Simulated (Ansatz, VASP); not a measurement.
## Zn4HO4: VASP beside Ansatz

Contents of INCAR:

```
SYSTEM = Zn4HO4
PREC     = Accurate       ! precision mode
ENCUT    = 520            ! plane-wave cutoff, eV
EDIFF    = 1E-6           ! SCF threshold, eV
ISMEAR   = 0              ! smearing method
SIGMA    = 0.05           ! smearing width, eV
LREAL    = .FALSE.        ! projectors in reciprocal space
LASPH    = .TRUE.         ! aspherical terms in the spheres
NELM     = 60             ! most SCF steps
ALGO     = Normal         ! electronic algorithm
ISIF     = 2              ! what is computed and relaxed
LWAVE    = .FALSE.        ! write WAVECAR
LCHARG   = .FALSE.        ! write CHGCAR
GGA      = PS             ! functional
NBANDS   = 46             ! bands
```

The input KPOINTS:

```
Automatic mesh
0
G
  4 4 8
  0 0 0
```

POSCAR

```
Zn4HO4
1.0
    5.5148137916      0.0000000000      0.0000000000
    0.0000000000      5.5148137916      0.0000000000
    0.0000000000      0.0000000000      3.2430062931
Zn O H
4 4 1
Direct
    0.1820657240      0.1820657240      0.5000000000
    0.8179342760      0.8179342760      0.5000000000
    0.6820657240      0.3179342760      0.0000000000
    0.3179342760      0.6820657240      0.0000000000
    0.8180023132      0.1819976868      0.5000000000
    0.1819976868      0.8180023132      0.5000000000
    0.6819976868      0.6819976868      0.0000000000
    0.3180023132      0.3180023132      0.0000000000
    1.0000405349      0.0819976868      0.1000000000
```

Input for Ansatz:

```yaml
crystal:
  lattice:
    - [5.5148137916, 0.0, 0.0]
    - [0.0, 5.5148137916, 0.0]
    - [0.0, 0.0, 3.2430062931]
  atoms:
    - { symbol: Zn, position: [0.182065724, 0.182065724, 0.5] }
    - { symbol: Zn, position: [0.817934276, 0.817934276, 0.5] }
    - { symbol: Zn, position: [0.682065724, 0.317934276, 0.0] }
    - { symbol: Zn, position: [0.317934276, 0.682065724, 0.0] }
    - { symbol: O, position: [0.8180023132, 0.1819976868, 0.5] }
    - { symbol: O, position: [0.1819976868, 0.8180023132, 0.5] }
    - { symbol: O, position: [0.6819976868, 0.6819976868, 0.0] }
    - { symbol: O, position: [0.3180023132, 0.3180023132, 0.0] }
    - { symbol: H, position: [1.0000405349, 0.0819976868, 0.1] }
basis:
  ecutwfc: 420
kpoints:
  mp_grid: { grid: [4, 4, 8] }
hamiltonian:
  xc: pbesol
  pseudopotentials: { kind: paw, azcp: { folder: soft_1 } }
scf:
  occupations: { method: gaussian, width: 0.05 }
output:
  forces: true
  stress: true
  eigenvalues: true
  write_density: true
  write_potential: true
  elf: true
  volumetric_format: npy
```

Alike in both runs: task single point; functional PBEsol; k mesh 4 × 4 × 8; occupations gaussian, width 0.05 eV; no spin polarisation.

```csv
,VASP,Ansatz
version,VASP 6.6.1,Ansatz 0.2.0
potentials or method,"VASP PAW PBE potentials, release 64 (Zn, O, H), cutoff 520 eV","scalar-relativistic, plane waves, PAW"
valence electrons in the cell,73,73
```

|  | VASP | Ansatz | Ansatz less VASP |
| --- | --- | --- | --- |
| gap on the k mesh at the Fermi level (eV) | none | none | - |
| pressure (GPa) | 5.5 | 4.6 | -0.86 |
| traceless stress, the component that is largest in VASP (GPa) | 1.06 | 0.89 | -0.161 |
| rms of the force components (eV/Å) | 0.296 | 0.289 | -0.0067 |

VASP's potentials were made for PBE, not for PBEsol, and Ansatz warns of the same on its side. Atom by atom the forces differ by 0.009 eV/Å (rms over components). A gap of «none» marks a metal or a gap that the smearing closes. The functional is the same, so the differences come from potentials, cutoffs and numerics.
